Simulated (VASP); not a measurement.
# B3C (Pm-3n) in VASP: a series of runs, part 2 of 2

VASP 6.6.1.

**4. Relaxation of cell and atoms, PBE**

This run uses another cell than the first one, of 6.50 Å³/atom, 1.015 times its volume.

INCAR

```
PREC     = Accurate       # precision mode
ENCUT    = 600            # plane-wave cutoff, eV
EDIFF    = 1E-7           # SCF threshold, eV
ISMEAR   = 0              # smearing method
SIGMA    = 0.1            # smearing width, eV
LREAL    = F              # projectors in reciprocal space
LASPH    = T              # aspherical terms in the spheres
NELM     = 80             # most SCF steps
ALGO     = Normal         # electronic algorithm
ISIF     = 3              # what is computed and relaxed
LWAVE    = F              # write WAVECAR
LCHARG   = F              # write CHGCAR
GGA      = PE             # functional
IBRION   = 2              # ionic algorithm
NSW      = 90             # ionic steps
EDIFFG   = -0.04          # ionic threshold
```

KPOINTS

```
Automatic mesh
0
Gamma
  6 6 6
```

POSCAR

```
B3C
1.0
    3.7332755501      0.0000000000      0.0000000000
    0.0000000000      3.7332755501      0.0000000000
    0.0000000000      0.0000000000      3.7332755501
B C
6 2
Direct
    0.2500000000      0.5000000000      0.0000000000
    0.7500000000      0.5000000000      0.0000000000
    0.0000000000      0.2500000000      0.5000000000
    0.0000000000      0.7500000000      0.5000000000
    0.5000000000      0.0000000000      0.2500000000
    0.5000000000      0.0000000000      0.7500000000
    0.0000000000      0.0000000000      0.0000000000
    0.5000000000      0.5000000000      0.5000000000
```

Potentials or basis: VASP PAW PBE potentials, release 64 (B, C).

Started as:

```console
$ cat potpaw_PBE.64/B/POTCAR potpaw_PBE.64/C/POTCAR > POTCAR
$ mpirun -np 1 vasp_std > vasp.out
```

OUTCAR:

```text
PREC = Accurate
   ENCUT = 600
   EDIFF = 1E-7
   ISMEAR = 0
   LREAL = F
   LASPH = T
   NELM = 80
   ISIF = 3
   GGA = PE
   IBRION = 2
   NSW = 90
   EDIFFG = -0.04

 ion  position               nearest neighbor table
   1  0.250  0.500  0.000-   2 1.87   2 1.87   8 2.09   8 2.09   7 2.09   7 2.09
   2  0.750  0.500  0.000-   1 1.87   1 1.87   8 2.09   8 2.09   7 2.09   7 2.09
   3  0.000  0.250  0.500-   4 1.87   4 1.87   8 2.09   7 2.09   7 2.09   8 2.09
[... 687 lines left out ...]
  Total        0.1340241      0.1340241      0.1340241     -0.0000000      0.0000000      0.0000000
  in kB        4.1945829      4.1945829      4.1945829     -0.0000000      0.0000000      0.0000000
  external PRESSURE =       4.1945829 kB  Pullay stress =       0.0000000 kB

 VOLUME and BASIS-vectors are now :
 -----------------------------------------------------------------------------
  energy-cutoff  :      600.00
  volume of cell :       51.19
      direct lattice vectors                 reciprocal lattice vectors
     3.713085288 -0.000000000  0.000000000     0.269317811 -0.000000000  0.000000000
     0.000000000  3.713085288  0.000000000     0.000000000  0.269317811 -0.000000000
     0.000000000  0.000000000  3.713085288    -0.000000000 -0.000000000  0.269317811

 POSITION                                       TOTAL-FORCE (eV/Angst)
 -----------------------------------------------------------------------------------
      0.92827      1.85654      0.00000        -0.000000     -0.000000      0.000000
      2.78481      1.85654      3.71309         0.000000      0.000000      0.000000
      0.00000      0.92827      1.85654        -0.000000     -0.000000     -0.000000
      3.71309      2.78481      1.85654         0.000000     -0.000000      0.000000
      1.85654      3.71309      0.92827         0.000000      0.000000      0.000000
      1.85654      0.00000      2.78481         0.000000      0.000000     -0.000000
      0.00000      0.00000      0.00000        -0.000000     -0.000000     -0.000000
      1.85654      1.85654      1.85654        -0.000000     -0.000000     -0.000000
 -----------------------------------------------------------------------------------
    total drift:                                0.000000      0.000000      0.000000

  FREE ENERGIE OF THE ION-ELECTRON SYSTEM (eV)
  ---------------------------------------------------
  free  energy   TOTEN  =       -39.7920680859 eV

  energy  without entropy=      -39.7780070223  energy(sigma->0) =      -39.78503755

 reached required accuracy - stopping structural energy minimisation
```

OSZICAR:

```text
N       E                     dE             d eps       ncg     rms          rms(c)
DAV:   1     0.631525426292E+02    0.63153E+02   -0.14037E+04   720   0.152E+03
DAV:   2    -0.325102346580E+02   -0.95663E+02   -0.91621E+02   826   0.234E+02
DAV:   3    -0.398659757063E+02   -0.73557E+01   -0.70019E+01  1096   0.494E+01
DAV:   4    -0.400132292990E+02   -0.14725E+00   -0.14539E+00   986   0.574E+00
[... 13 lines left out ...]
DAV:   3    -0.397921733843E+02    0.37061E-03   -0.11382E-03   914   0.219E-01    0.663E-02
DAV:   4    -0.397920882401E+02    0.85144E-04   -0.36807E-04   980   0.116E-01    0.254E-02
DAV:   5    -0.397920688359E+02    0.19404E-04   -0.14894E-04   914   0.647E-02    0.755E-03
DAV:   6    -0.397920680711E+02    0.76480E-06   -0.71130E-06   934   0.205E-02    0.424E-03
DAV:   7    -0.397920680859E+02   -0.14752E-07   -0.26881E-07   682   0.424E-03
   2 F= -.39792068E+02 E0= -.39785038E+02  d E =-.626834E-02
```

CONTCAR:

```text
B3C
   1.00000000000000
     3.7130852880663734   -0.0000000000000000    0.0000000000000000
     0.0000000000000000    3.7130852880663734    0.0000000000000000
     0.0000000000000000    0.0000000000000000    3.7130852880663734
  B               C
     6     2
Direct
     0.2500000000000000    0.5000000000000000    0.0000000000000000
     0.7500000000000000    0.5000000000000000    1.0000000000000000
     0.0000000000000000    0.2500000000000000    0.5000000000000000
     1.0000000000000000    0.7500000000000000    0.5000000000000000
     0.5000000000000000    1.0000000000000000    0.2500000000000000
     0.5000000000000000    0.0000000000000000    0.7500000000000000
     0.0000000000000000    0.0000000000000000    0.0000000000000000
     0.5000000000000000    0.5000000000000000    0.5000000000000000

  0.00000000E+00  0.00000000E+00  0.00000000E+00
  0.00000000E+00  0.00000000E+00  0.00000000E+00
  0.00000000E+00  0.00000000E+00  0.00000000E+00
  0.00000000E+00  0.00000000E+00  0.00000000E+00
  0.00000000E+00  0.00000000E+00  0.00000000E+00
  0.00000000E+00  0.00000000E+00  0.00000000E+00
  0.00000000E+00  0.00000000E+00  0.00000000E+00
  0.00000000E+00  0.00000000E+00  0.00000000E+00
```

It took 17 s on 1 thread of Intel Xeon Platinum 8559C (Emerald Rapids), shared host; peak memory 0.16 GiB.

Results:

```yaml
Free_energy: -39.7921 eV
Relaxed_volume: 6.40 Å³/atom
Relaxed_cell: a = 3.713 Å, b = 3.713 Å, c = 3.713 Å, α = 90.00°, β = 90.00°, γ = 90.00°
Space_group_after_relaxing_to_0.05_Å: Pm-3n (No. 223)
Energy_gained_by_relaxing: 0.8 meV/atom
Ionic_steps: 2
Pressure_after_relaxing: 0.4 GPa
Band_gap_on_the_k_mesh: zero (band 13 reaches 12.55 eV, above the bottom of band 14 at 8.77 eV)
```

The path:
```tsv
step	energy change (eV)	largest force (eV/Å)	pressure (GPa)	volume (Å³)
1	0.0000	0.0000	-2.76	52.03
2	-0.0063	0.0000	0.42	51.19
```

Final structure:
```yaml
crystal:
  lattice:
    - [3.71309, 0.00000, 0.00000]
    - [0.00000, 3.71309, 0.00000]
    - [0.00000, 0.00000, 3.71309]
  atoms:
    - { symbol: B, position: [0.25000, 0.50000, 0.00000] }
    - { symbol: B, position: [0.75000, 0.50000, 0.00000] }
    - { symbol: B, position: [0.00000, 0.25000, 0.50000] }
    - { symbol: B, position: [0.00000, 0.75000, 0.50000] }
    - { symbol: B, position: [0.50000, 0.00000, 0.25000] }
    - { symbol: B, position: [0.50000, 0.00000, 0.75000] }
    - { symbol: C, position: [0.00000, 0.00000, 0.00000] }
    - { symbol: C, position: [0.50000, 0.50000, 0.50000] }
```

**5. Relaxation of cell and atoms, PBE**

This run uses another cell than the first one, of 16.29 Å³/atom, 2.541 times its volume.

INCAR

```
SYSTEM = B3C
ALGO = Normal
EDIFF = 1E-6
EDIFFG = -0.04
ENCUT = 600
GGA = PE
IBRION = 2
ISIF = 3
ISMEAR = 0
LASPH = .True.
LCHARG = .False.
LREAL = .False.
LWAVE = .False.
NELM = 100
NSW = 90
PREC = Accurate
SIGMA = 0.1
```

KPOINTS

```
k-points
0
Gamma
  4 4 4
  0 0 0
```

Edit POSCAR of step 4 so:

```diff
@@ -2,5 +2,5 @@
 1.0
-    3.7332755501      0.0000000000      0.0000000000
-    0.0000000000      3.7332755501      0.0000000000
-    0.0000000000      0.0000000000      3.7332755501
+    5.0697607100      0.0000000000      0.0000000000
+    0.0000000000      5.0697607100      0.0000000000
+    0.0000000000      0.0000000000      5.0697607100
 B C
```

Started as:

```console
$ cat potpaw_PBE.64/B/POTCAR potpaw_PBE.64/C/POTCAR > POTCAR
$ mpirun -np 1 vasp_std > vasp.out
```

It took 1.8 min on 1 thread of Intel Xeon Platinum 8559C (Emerald Rapids), shared host; peak memory 0.27 GiB.

It converged, with:

```
Free energy                            : -40.0450 eV
Relaxed volume                         : 6.52 Å³/atom
Relaxed cell                           : a = 3.735 Å, b = 3.735 Å, c = 3.735 Å, α = 90.00°, β = 90.00°, γ = 90.00°
Space group after relaxing (to 0.05 Å) : Pm-3n (No. 223)
Energy gained by relaxing              : 1790.3 meV/atom
Ionic steps                            : 8
Pressure after relaxing                : -0.6 GPa
Band gap on the k mesh                 : zero (band 13 reaches 12.33 eV, above the bottom of band 14 at 9.13 eV)
```

Step by step:
| step | energy change (eV) | largest force (eV/Å) | pressure (GPa) | volume (Å³) |
| --- | --- | --- | --- | --- |
| 1 | 0.0000 | 0.0000 | -24.65 | 130.31 |
| 2 | -7.9350 | 0.0000 | -35.94 | 88.53 |
| 3 | 51.3832 | 0.0000 | 1458.61 | 17.94 |
| 4 | -10.4740 | 0.0000 | -35.14 | 77.18 |
| 5 | -12.3044 | 0.0000 | 71.63 | 40.63 |
| 6 | -14.0041 | 0.0000 | -16.25 | 57.61 |
| 7 | -14.3066 | 0.0000 | 4.51 | 50.83 |
| 8 | -14.3221 | 0.0000 | -0.61 | 52.12 |

Final structure:
```xyz
8
Lattice="3.7355 0.0000 0.0000 0.0000 3.7355 0.0000 0.0000 0.0000 3.7355" Properties=species:S:1:pos:R:3 pbc="T T T"
B     0.9339    1.8677    0.0000
B     2.8016    1.8677    3.7355
B     3.7355    0.9339    1.8677
B     3.7355    2.8016    1.8677
B     1.8677    3.7355    0.9339
B     1.8677    0.0000    2.8016
C     3.7355    3.7355    0.0000
C     1.8677    1.8677    1.8677
```

Levels at points of the mesh, in eV from the Fermi level:
```
           k point  band 10  band 11  band 12  band 13  band 14  band 15
(0.00, 0.00, 0.00)    -3.81    -2.27    -2.26    -2.26     0.06     0.06
(0.50, 0.00, 0.00)    -6.75    -1.25    -1.25     0.28     0.28     1.51
(0.50, 0.50, 0.00)    -5.40    -4.93    -1.29     1.44     2.03     2.28
(0.50, 0.50, 0.50)     2.82     2.82     2.82     2.82     2.82     3.65
```

Caveat: the volume moved by over 15 % at a fixed basis, so the end points are rough.

**6. Overview**

```csv
task,cell,k mesh,cutoff (eV),gap on the mesh (eV),pressure (GPa)
single point,"a = 3.715 Å, 8 atoms",10 × 10 × 10,520,none,0.0
relaxation of cell and atoms,"relaxed from a = 3.733 Å, 8 atoms",6 × 6 × 6,600,none,0.4
relaxation of cell and atoms,"relaxed from a = 5.070 Å, 8 atoms",4 × 4 × 4,600,none,-0.6
```

Alike in all rows: level PBE; potentials or basis VASP PAW PBE potentials, release 64 (B, C); no spin polarisation; smearing gaussian 0.1 eV.

Caveats: the volume moved by over 15 % at a fixed basis, so the end points are rough (some runs).

Absolute energies hang on the potentials; compare differences alone.
